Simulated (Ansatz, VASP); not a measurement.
# La: VASP beside Ansatz

INCAR

```
SYSTEM = La
PREC = Accurate
ENCUT = 520
EDIFF = 1E-7
ISMEAR = -1
SIGMA = 0.1
LREAL = .False.
LASPH = .True.
NELM = 80
ALGO = Normal
ISIF = 2
LWAVE = .False.
LCHARG = .False.
GGA = PE
NBANDS = 12
```

The input KPOINTS:

```
Automatic mesh
0
Gamma
  16 16 16
  0 0 0
```

The input POSCAR:

```
La
1.0
    3.4549510221      0.0000000000      0.0000000000
    0.0000000000      3.4549510221      0.0000000000
    0.0000000000      0.0000000000      3.4549510221
La
1
Direct
    0.0000000000      0.0000000000      0.0000000000
```

Input for Ansatz:

```yaml
crystal:
  lattice:
    - [3.4549510221, 0.0, 0.0]
    - [0.0, 3.4549510221, 0.0]
    - [0.0, 0.0, 3.4549510221]
  atoms:
    - { symbol: La, position: [0.0, 0.0, 0.0] }
hamiltonian:
  xc: pbe
  pseudopotentials:
    kind: paw
    azcp:
      La: "pseudopotentials/La.paw.azcp"
basis:
  ecutwfc: 420
  fft_grid_basis: typed
kpoints:
  mp_grid: { grid: [16, 16, 16], shift: [0, 0, 0] }
magnetization:
  spin_polarized: false
scf:
  occupations: { method: fermi_dirac, width: 0.1 }
output:
  stress: true
```

Alike in both runs: task single point; functional PBE; k mesh 16 × 16 × 16; occupations fermi-dirac, width 0.1 eV; no spin polarisation.

|  | VASP | Ansatz |
| --- | --- | --- |
| version | VASP 6.6.1 | Ansatz 0.2.0 |
| potentials or method | VASP PAW PBE potentials, release 64 (La), cutoff 520 eV | plane waves (420 eV) with PAW, scalar-relativistic |
| valence electrons in the cell | 11 | 11 |

Ansatz gave:

| Property | Result |
| --- | --- |
| pressure (GPa) | -2.2 |

Question: Which values does VASP return?

Answer: Pressure (GPa): -2.1.

With one functional, cell and mesh, what is left measures potentials, basis and numerics.

Spin-orbit coupling is off throughout.
